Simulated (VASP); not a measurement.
C: single point with LDA

The system is C.

```
C
1.0
     2.54822    0.00000    0.00000
    -1.27411    2.20682    0.00000
     0.00000    0.00000    4.19792
C
4
Direct
  0.33333 0.66667 0.99960
  0.66667 0.33333 0.49960
  0.33333 0.66667 0.37440
  0.66667 0.33333 0.87440
```

This cell differs from its parent crystal: strained cell.

| Item | Value |
| --- | --- |
| Program | VASP 6.6.1 |
| Task | single point |
| Functional | LDA |
| Potentials or basis | VASP PAW LDA potentials, release 64 (C) |
| Cutoff | 520 eV |
| k mesh | 9 × 9 × 6 |
| Occupations | gaussian, width 0.02 eV |
| Spin | no spin polarisation |

```yaml
Pressure: -26.1 GPa
Band_gap_on_the_k_mesh: 3.26 eV, indirect (least direct gap 4.74 eV)
```

Stress tensor (GPa, compression positive):
```
-30.25   0.00   0.00
  0.00 -30.25   0.00
  0.00   0.00 -17.92
```

Levels at points of the mesh, in eV from the valence-band top:
| k point | band 4 | band 5 | band 6 | band 7 | band 8 | band 9 | band 10 | band 11 | band 12 | band 13 |
| --- | --- | --- | --- | --- | --- | --- | --- | --- | --- | --- |
| (0.00, 0.00, 0.00) | -3.05 | -3.05 | -0.44 | 0.00 | 0.00 | 4.74 | 4.74 | 5.44 | 7.55 | 9.22 |
| (0.00, 0.00, 0.50) | -6.66 | -1.83 | -1.83 | -1.83 | -1.83 | 6.98 | 6.98 | 6.98 | 6.98 | 7.23 |

Run time: 5.5 s on 1 thread of Intel(R) Xeon(R) 6975P-C (Granite Rapids) (shared host), peak memory 0.12 GiB.

Caveat: the cell differs from its parent crystal (strained cell). A k mesh can miss the band edges.
